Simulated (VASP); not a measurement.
# AlN (P6_3/mmc) in VASP: a series of runs, part 2 of 2

VASP 6.6.1. The steps go on from the part before.

### 3 Single point, PBEsol

INCAR

```
ALGO = Normal
EDIFF = 1E-7
ENCUT = 520
GGA = PS
ISIF = 2
ISMEAR = 0
LASPH = True
LCHARG = False
LREAL = False
LWAVE = False
NBANDS = 16
NELM = 100
PREC = Accurate
SIGMA = 0.05
```

KPOINTS

```
k-points
0
Gamma
  9 9 6
```

POSCAR

```
AlN
1.0
    3.2223000000      0.0000000000      0.0000000000
   -1.6111500000      2.7905936586      0.0000000000
    0.0000000000      0.0000000000      4.0170000000
Al N
2 2
Direct
    0.3333333333      0.6666666667      0.7500000000
    0.6666666667      0.3333333333      0.2500000000
    0.3333333333      0.6666666667      0.2500000000
    0.6666666667      0.3333333333      0.7500000000
```

Potentials or basis: VASP PAW PBE potentials, release 64 (Al, N).

Run with:

```bash
$ cat potpaw_PBE.64/Al/POTCAR potpaw_PBE.64/N/POTCAR > POTCAR
$ mpirun -np 1 vasp_std > vasp.out
```

OUTCAR:

```text
EDIFF = 1E-7
   ENCUT = 520
   GGA = PS
   ISIF = 2
   ISMEAR = 0
   LASPH = True
   LREAL = False
   NELM = 100
   PREC = Accurate

 ion  position               nearest neighbor table
   1  0.333  0.667  0.750-   4 1.86   4 1.86   4 1.86   3 2.01   3 2.01   2 2.74   2 2.74   2 2.74
                             2 2.74   2 2.74   2 2.74
   2  0.667  0.333  0.250-   3 1.86   3 1.86   3 1.86   4 2.01   4 2.01   1 2.74   1 2.74   1 2.74
                             1 2.74   1 2.74   1 2.74
   3  0.333  0.667  0.250-   2 1.86   2 1.86   2 1.86   1 2.01   1 2.01
   4  0.667  0.333  0.750-   1 1.86   1 1.86   1 1.86   2 2.01   2 2.01

  LATTYP: Found a hexagonal cell.
 ALAT       =     3.2223000000
 C/A-ratio  =     1.2466250815

  Lattice vectors:

 A1 = (   3.2223000000,   0.0000000000,   0.0000000000)
 A2 = (  -1.6111500000,   2.7905936586,   0.0000000000)
 A3 = (   0.0000000000,   0.0000000000,   4.0170000000)

Analysis of symmetry for initial positions (statically):
=====================================================================
 Subroutine PRICEL returns:
 Original cell was already a primitive cell.

 Routine SETGRP: Setting up the symmetry group for a
 hexagonal supercell.

 Subroutine GETGRP returns: Found 24 space group operations
 (whereof 12 operations were pure point group operations)
 out of a pool of 24 trial point group operations.

The static configuration has the point symmetry D_3d.
 The point group associated with its full space group is D_6h.

Analysis of symmetry for dynamics (positions and initial velocities):
=====================================================================
 Subroutine PRICEL returns:
 Original cell was already a primitive cell.

 Routine SETGRP: Setting up the symmetry group for a
 hexagonal supercell.

 Subroutine GETGRP returns: Found 24 space group operations
 (whereof 12 operations were pure point group operations)
[... 127 lines left out ...]
     AMIX_MAG =   1.60;   BMIX_MAG =  1.00
  volume/ion in A,a.u.               =       9.03        60.94
  Fermi-wavevector in a.u.,A,eV,Ry     =   1.247939  2.358263 21.189057  1.557352
  Thomas-Fermi vector in A             =   2.382048
   LORBIT       =      0    0 simple, 1 ext, 2 COOP (PROOUT), +10 PAW based schemes
   GGA     = PS    functional components
   LHFCALC =     F    Hartree Fock is set to
   AEXX    =    0.0000 exact exchange contribution
   IVDW    =     0    specifies the selected vdW correction
   LEPSILON=     F    determine dielectric tensor
   LRPA    =     F    only Hartree local field effects (RPA)
 non-spin polarized calculation
 Gauss-broadening in eV      SIGMA  =   0.05
  energy-cutoff  :      520.00
  volume of cell :       36.12
 maximum number of plane-waves:       996
 NGX is ok and might be reduce to    24
   NGX = 11   NGY = 11   NGZ = 15

 number of electron      16.0000004 magnetization

 Free energy of the ion-electron system (eV)
  ---------------------------------------------------
  ext. energy  EPLUGINS =         0.00000000
  ---------------------------------------------------
  free energy    TOTEN  =       -30.77390608 eV

  energy without entropy =      -30.77390608  energy(sigma->0) =      -30.77390608

 E-fermi :   9.1717     XC(G=0): -11.7865

 val. band max:        8.9369918870   @ k =   0.0000   0.0000   0.0000
 cond. band min:      12.8551765982   @ k =   0.0000   0.0000   0.0000
 fundamental gap:      3.9181847111
 Fermi energy:         9.1716937166

 k-point     1 :       0.0000    0.0000    0.0000
  band No.  band energies     occupation
      1      -8.5716      2.00000
      2      -4.3211      2.00000
      3       1.4873      2.00000
      4       5.3675      2.00000
      5       5.3675      2.00000
      6       7.2032      2.00000
[... 433 lines left out ...]
      3       1.7922      2.00000
      4       3.0719      2.00000
      5       3.0719      2.00000
      6       5.7631      2.00000
[... 8 lines left out ...]
     15      20.8347      0.00000
     16      23.0580      0.00000

 [... further k-points ...]

------------------------ aborting loop because EDIFF is reached ----------------------------------------

  FORCE on cell =-STRESS in cart. coord.  units (eV):
  Direction    XX          YY          ZZ          XY          YZ          ZX
  --------------------------------------------------------------------------------------
  -------------------------------------------------------------------------------------
  Total        4.5435535      4.5435535      4.2590620      0.0000000      0.0000000      0.0000000
  in kB      201.5309845    201.5309845    188.9122600      0.0000000      0.0000000      0.0000000
  external PRESSURE =     197.3247430 kB  Pullay stress =       0.0000000 kB

 VOLUME and BASIS-vectors are now :
 -----------------------------------------------------------------------------
  energy-cutoff  :      520.00
  volume of cell :       36.12
      direct lattice vectors                 reciprocal lattice vectors
     3.222300000  0.000000000  0.000000000     0.310337337  0.179173345  0.000000000
    -1.611150000  2.790593659  0.000000000     0.000000000  0.358346690  0.000000000
     0.000000000  0.000000000  4.017000000     0.000000000  0.000000000  0.248941997

 POSITION                                       TOTAL-FORCE (eV/Angst)
 -----------------------------------------------------------------------------------
     -0.00000      1.86040      3.01275         0.000000      0.000000      0.000000
      1.61115      0.93020      1.00425        -0.000000      0.000000      0.000000
     -0.00000      1.86040      1.00425        -0.000000      0.000000      0.000000
      1.61115      0.93020      3.01275         0.000000     -0.000000      0.000000
 -----------------------------------------------------------------------------------
    total drift:                               -0.000000      0.000000      0.000000

  FREE ENERGIE OF THE ION-ELECTRON SYSTEM (eV)
  ---------------------------------------------------
  free  energy   TOTEN  =       -30.7739060772 eV

  energy  without entropy=      -30.7739060772  energy(sigma->0) =      -30.77390608
```

stdout:

```text
POSCAR found type information on POSCAR AlN
 POSCAR found :  2 types and       4 ions
 scaLAPACK will be used
 -----------------------------------------------------------------------------
|                                                                             |
|                                                                             |
|     You enforced a specific xc type in the INCAR file but a different       |
|     I HOPE YOU KNOW WHAT YOU ARE DOING!                                     |
|                                                                             |
 -----------------------------------------------------------------------------

 LDA part: xc-table for (Slater+PW92), standard interpolation
 POSCAR, INCAR and KPOINTS ok, starting setup
 FFT: planning ... GRIDC
 FFT: planning ... GRID_SOFT
 FFT: planning ... GRID
 WAVECAR not read
 entering main loop
```

Run time: 8.6 s. Hardware: 1 thread of Intel Xeon 6975P-C (Granite Rapids), shared host; peak memory 0.15 GiB.

Results:

```
Free energy            : -30.7739 eV
Pressure               : 19.7 GPa
Band gap on the k mesh : 3.92 eV, direct
```

Stress tensor (GPa, compression positive):
```
20.15  0.00  0.00
 0.00 20.15  0.00
 0.00  0.00 18.89
```

Caveat: the PAW data sets were made with another functional, which shifts forces and pressure a little. Expect the measured gap to be larger: semilocal functionals such as PBEsol lack the derivative discontinuity.

### 4 Single point, PBEsol

This run uses another cell than the first one, of 9.01 Å³/atom, 0.996 times its volume.

INCAR

```
ALGO = Normal ; EDIFF = 1E-6
ENCUT = 520 ; GGA = PS
ISIF = 2 ; ISMEAR = 0
LASPH = True ; LCHARG = False
LREAL = False ; LWAVE = False
NBANDS = 16 ; NELM = 80
PREC = Accurate ; SIGMA = 0.05
```

KPOINTS is that of step 3.

POSCAR

```
AlN
1.0
    3.2025000000      0.0000000000      0.0000000000
   -1.6012500000      2.7734463556      0.0000000000
    0.0000000000      0.0000000000      4.0584000000
Al N
2 2
Direct
    0.3333333333      0.6666666667      0.7500000000
    0.6666666667      0.3333333333      0.2500000000
    0.3333333333      0.6666666667      0.2500000000
    0.6666666667      0.3333333333      0.7500000000
```

Potentials or basis: VASP PAW PBE potentials, release 64 (Al, N).

Run with:

```bash
$ cat potpaw_PBE.64/Al/POTCAR potpaw_PBE.64/N/POTCAR > POTCAR
$ mpirun -np 1 vasp_std > vasp.out
```

OUTCAR:

```text
EDIFF = 1E-6
   ENCUT = 520
   GGA = PS
   ISIF = 2
   ISMEAR = 0
   LASPH = True
   LREAL = False
   NELM = 80
   PREC = Accurate

 ion  position               nearest neighbor table
   1  0.333  0.667  0.750-   4 1.85   4 1.85   4 1.85   3 2.03   3 2.03   2 2.75   2 2.75   2 2.75
                             2 2.75   2 2.75   2 2.75
   2  0.667  0.333  0.250-   3 1.85   3 1.85   3 1.85   4 2.03   4 2.03   1 2.75   1 2.75   1 2.75
                             1 2.75   1 2.75   1 2.75
   3  0.333  0.667  0.250-   2 1.85   2 1.85   2 1.85   1 2.03   1 2.03
   4  0.667  0.333  0.750-   1 1.85   1 1.85   1 1.85   2 2.03   2 2.03

  LATTYP: Found a hexagonal cell.
 ALAT       =     3.2025000000
 C/A-ratio  =     1.2672599532

  Lattice vectors:

 A1 = (   3.2025000000,   0.0000000000,   0.0000000000)
 A2 = (  -1.6012500000,   2.7734463556,   0.0000000000)
 A3 = (   0.0000000000,   0.0000000000,   4.0584000000)

Analysis of symmetry for initial positions (statically):
=====================================================================
 Subroutine PRICEL returns:
 Original cell was already a primitive cell.

 Routine SETGRP: Setting up the symmetry group for a
 hexagonal supercell.

 Subroutine GETGRP returns: Found 24 space group operations
 (whereof 12 operations were pure point group operations)
 out of a pool of 24 trial point group operations.

The static configuration has the point symmetry D_3d.
 The point group associated with its full space group is D_6h.

Analysis of symmetry for dynamics (positions and initial velocities):
=====================================================================
 Subroutine PRICEL returns:
 Original cell was already a primitive cell.

 Routine SETGRP: Setting up the symmetry group for a
 hexagonal supercell.

 Subroutine GETGRP returns: Found 24 space group operations
 (whereof 12 operations were pure point group operations)
 out of a pool of 24 trial point group operations.

The dynamic configuration has the point symmetry D_3d.
 The point group associated with its full space group is D_6h.

 Subroutine INISYM returns: Found 24 space group operations
 (whereof 12 operations are pure point group operations),
 and found     1 'primitive' translations

----------------------------------------------------------------------------------------

                                     Primitive cell

  volume of cell :      36.0466

  direct lattice vectors                    reciprocal lattice vectors
     3.202500000  0.000000000  0.000000000     0.312256050  0.180281115  0.000000000
    -1.601250000  2.773446356  0.000000000     0.000000000  0.360562229  0.000000000
     0.000000000  0.000000000  4.058400000     0.000000000  0.000000000  0.246402523

  length of vectors
     3.202500000  3.202500000  4.058400000     0.360562229  0.360562229  0.246402523

  position of ions in fractional coordinates (direct lattice)
     0.333333333  0.666666667  0.750000000
     0.666666667  0.333333333  0.250000000
     0.333333333  0.666666667  0.250000000
     0.666666667  0.333333333  0.750000000

  ion indices of the primitive-cell ions
   primitive index   ion index
                 1           1
                 2           2
[... 31 lines left out ...]
  0.000000  0.000000  0.000000      1.000000
  0.111111  0.000000  0.000000      6.000000
  0.222222  0.000000  0.000000      6.000000
  0.333333  0.000000  0.000000      6.000000
  0.444444  0.000000  0.000000      6.000000
  0.111111  0.111111  0.000000      6.000000
[... 16 lines left out ...]
  0.333333  0.222222  0.166667     24.000000
  0.333333  0.333333  0.166667      4.000000
 [... further k-points ...]
   k-points           NKPTS =     48   k-points in BZ     NKDIM =     48   number of bands    NBANDS=     16
   number of dos      NEDOS =    301   number of ions     NIONS =      4
   total plane-waves  NPLWV =  17280
   dimension x,y,z NGX =    24 NGY =   24 NGZ =   30
   dimension x,y,z NGXF=    48 NGYF=   48 NGZF=   60
   ions per type =               2   2
   NGX,Y,Z   is equivalent  to a cutoff of  12.46, 12.46, 12.29 a.u.
   NGXF,Y,Z  is equivalent  to a cutoff of  24.92, 24.92, 24.58 a.u.
 SYSTEM =  unknown system
   PREC   = accura    normal or accurate (medium, high low for compatibility)
   ISTART =      0    job   : 0-new  1-cont  2-samecut
   ICHARG =      2    charge: 1-file 2-atom 10-const
   ISPIN  =      1    spin polarized calculation?
   LNONCOLLINEAR =      F non collinear calculations
   LSORBIT =      F    spin-orbit coupling
   LASPH  =      T    aspherical Exc in radial PAW
   ENCUT  =  520.0 eV  38.22 Ry    6.18 a.u.   5.95  5.95  7.55*2*pi/ulx,y,z
   NELM   =     80;   NELMIN=  2; NELMDL= -5     # of ELM steps
   EDIFF  = 0.1E-05   stopping-criterion for ELM
   LREAL  =      F    real-space projection
   EDIFFG = 0.1E-04   stopping-criterion for IOM
   NSW    =      0    number of steps for IOM
   IBRION =     -1    ionic relax: 0-MD 1-quasi-New 2-CG
   NFREE  =      0    steps in history (QN), initial steepest desc. (CG)
   ISIF   =      2    stress and relaxation
   ISYM   =      2    0-nonsym 1-usesym 2-fastsym
   POTIM  = 0.5000    time-step for ionic-motion
   TEBEG  =    0.0;   TEEND  =   0.0 temperature during run
   PSTRESS=    0.0 pullay stress
   NELECT =      16.0000    total number of electrons
   NUPDOWN=      -1.0000    fix difference up-down
   EMIN   =  10.00;   EMAX   =-10.00  energy-range for DOS
   EFERMI =   0.00;   METHOD = LEGACY
   ISMEAR =     0;   SIGMA  =   0.05  broadening in eV -4-tet -1-fermi 0-gaus
   EFERMI_NEDOS =   21; number of points for ismear=-14 and -15
   IALGO  =     38    algorithm
   IMIX   =      4    mixing-type and parameters
     AMIX     =   0.40;   BMIX     =  1.00
     AMIX_MAG =   1.60;   BMIX_MAG =  1.00
  volume/ion in A,a.u.               =       9.01        60.81
  Fermi-wavevector in a.u.,A,eV,Ry     =   1.248802  2.359894 21.218372  1.559506
  Thomas-Fermi vector in A             =   2.382872
   LORBIT       =      0    0 simple, 1 ext, 2 COOP (PROOUT), +10 PAW based schemes
   GGA     = PS    functional components
   LHFCALC =     F    Hartree Fock is set to
   AEXX    =    0.0000 exact exchange contribution
   IVDW    =     0    specifies the selected vdW correction
   LEPSILON=     F    determine dielectric tensor
   LRPA    =     F    only Hartree local field effects (RPA)
 non-spin polarized calculation
 Gauss-broadening in eV      SIGMA  =   0.05
  energy-cutoff  :      520.00
  volume of cell :       36.05
 maximum number of plane-waves:       990
 NGX is ok and might be reduce to    24
   NGX = 11   NGY = 11   NGZ = 15

 number of electron      16.0000006 magnetization

 Free energy of the ion-electron system (eV)
  ---------------------------------------------------
  ext. energy  EPLUGINS =         0.00000000
  ---------------------------------------------------
  free energy    TOTEN  =       -30.75451914 eV

  energy without entropy =      -30.75451914  energy(sigma->0) =      -30.75451914

 E-fermi :   9.2905     XC(G=0): -11.7985

 val. band max:        9.0309464712   @ k =   0.0000   0.0000   0.0000
 cond. band min:      12.9397187487   @ k =   0.0000   0.0000   0.0000
 fundamental gap:      3.9087722774
 Fermi energy:         9.2905146675

 k-point     1 :       0.0000    0.0000    0.0000
  band No.  band energies     occupation
      1      -8.5508      2.00000
      2      -4.3837      2.00000
      3       1.4628      2.00000
      4       5.4499      2.00000
      5       5.4499      2.00000
      6       7.1999      2.00000
[... 433 lines left out ...]
      3       1.8215      2.00000
      4       3.0936      2.00000
      5       3.0936      2.00000
      6       5.6742      2.00000
[... 8 lines left out ...]
     15      20.9639      0.00000
     16      23.0661      0.00000

 [... further k-points ...]

------------------------ aborting loop because EDIFF is reached ----------------------------------------

  FORCE on cell =-STRESS in cart. coord.  units (eV):
  Direction    XX          YY          ZZ          XY          YZ          ZX
  --------------------------------------------------------------------------------------
  -------------------------------------------------------------------------------------
  Total        5.1987812      5.1987812      3.6793928     -0.0000000      0.0000000      0.0000000
  in kB      231.0725524    231.0725524    163.5396179     -0.0000000      0.0000000      0.0000000
  external PRESSURE =     208.5615742 kB  Pullay stress =       0.0000000 kB

 VOLUME and BASIS-vectors are now :
 -----------------------------------------------------------------------------
  energy-cutoff  :      520.00
  volume of cell :       36.05
      direct lattice vectors                 reciprocal lattice vectors
     3.202500000  0.000000000  0.000000000     0.312256050  0.180281115  0.000000000
    -1.601250000  2.773446356  0.000000000     0.000000000  0.360562229  0.000000000
     0.000000000  0.000000000  4.058400000     0.000000000  0.000000000  0.246402523

 POSITION                                       TOTAL-FORCE (eV/Angst)
 -----------------------------------------------------------------------------------
     -0.00000      1.84896      3.04380        -0.000000      0.000000      0.000000
      1.60125      0.92448      1.01460         0.000000     -0.000000      0.000000
     -0.00000      1.84896      1.01460         0.000000     -0.000000      0.000000
      1.60125      0.92448      3.04380        -0.000000      0.000000      0.000000
 -----------------------------------------------------------------------------------
    total drift:                               -0.000000     -0.000000     -0.000000

  FREE ENERGIE OF THE ION-ELECTRON SYSTEM (eV)
  ---------------------------------------------------
  free  energy   TOTEN  =       -30.7545191365 eV

  energy  without entropy=      -30.7545191365  energy(sigma->0) =      -30.75451914
```

OSZICAR:

```text
N       E                     dE             d eps       ncg     rms          rms(c)
DAV:   1     0.397530836869E+02    0.39753E+02   -0.74621E+03  1544   0.908E+02
DAV:   2    -0.322678937237E+02   -0.72021E+02   -0.66248E+02  2208   0.195E+02
DAV:   3    -0.353109343900E+02   -0.30430E+01   -0.30348E+01  1880   0.404E+01
DAV:   4    -0.353273265394E+02   -0.16392E-01   -0.16390E-01  1912   0.336E+00
DAV:   5    -0.353275279231E+02   -0.20138E-03   -0.20138E-03  1848   0.371E-01    0.120E+01
DAV:   6    -0.308531658954E+02    0.44744E+01   -0.81884E+00  1960   0.219E+01    0.425E+00
DAV:   7    -0.307954728303E+02    0.57693E-01   -0.76990E-01  1824   0.615E+00    0.296E+00
DAV:   8    -0.307615226949E+02    0.33950E-01   -0.92684E-02  1680   0.244E+00    0.748E-01
DAV:   9    -0.307542621022E+02    0.72606E-02   -0.17997E-02  1968   0.105E+00    0.251E-01
DAV:  10    -0.307546178771E+02   -0.35577E-03   -0.18485E-03  1760   0.296E-01    0.175E-01
DAV:  11    -0.307545214890E+02    0.96388E-04   -0.14203E-04  1848   0.919E-02    0.374E-02
DAV:  12    -0.307545195975E+02    0.18915E-05   -0.72947E-06  1840   0.217E-02    0.576E-03
DAV:  13    -0.307545191365E+02    0.46102E-06   -0.18136E-06  1664   0.102E-02
   1 F= -.30754519E+02 E0= -.30754519E+02  d E =-.114659E-15
```

Run time: 8.5 s. Hardware: 1 thread of Intel Xeon 6975P-C (Granite Rapids), shared host; peak memory 0.15 GiB.

Results:

```yaml
Free_energy: -30.7545 eV
Pressure: 20.9 GPa
Band_gap_on_the_k_mesh: 3.91 eV, direct
```

Caveat: the PAW data sets were made with another functional, which shifts forces and pressure a little. A k mesh can miss the band edges.

### 5 Overview

| cell | gap on the mesh (eV) | pressure (GPa) |
| --- | --- | --- |
| a = 3.242, b = 3.242, c = 3.976 Å, angles 90.0, 90.0, 120.0°, 4 atoms | 3.93 | 18.9 |
| a = 3.222, b = 3.222, c = 4.017 Å, angles 90.0, 90.0, 120.0°, 4 atoms | 3.92 | 19.7 |
| a = 3.203, b = 3.202, c = 4.058 Å, angles 90.0, 90.0, 120.0°, 4 atoms | 3.91 | 20.9 |

Alike in all rows: task single point; level PBEsol; potentials or basis VASP PAW PBE potentials, release 64 (Al, N); no spin polarisation; k mesh 9 × 9 × 6; cutoff (eV) 520; smearing gaussian 0.05 eV.

Caveats: the PAW data sets were made with another functional, which shifts forces and pressure a little.

Absolute energies hang on the potentials; compare differences alone.
